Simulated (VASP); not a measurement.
Runs of VASP 6.6.1 on Si. The structure is that of space group Pm-3m (No. 221), or close to it. The cells are those of the table. 

```tsv
cell	gap on the mesh (eV)	pressure (GPa)
a = 2.409 Å, 1 atom	none	19.7
a = 2.532 Å, 1 atom	none	-0.1
a = 2.279 Å, 1 atom	none	59.7
a = 2.332 Å, 1 atom	none	(a)
```

Alike in all rows: task single point; level PBE; potentials or basis VASP PAW PBE potentials, release 64 (Si); no spin polarisation; k mesh 8 × 8 × 8; cutoff (eV) 500; smearing methfessel-paxton 0.1 eV.

Q: Estimate the missing entries.

A: (a) 39.8.

A gap of «none» marks levels without a gap at the run's occupations.
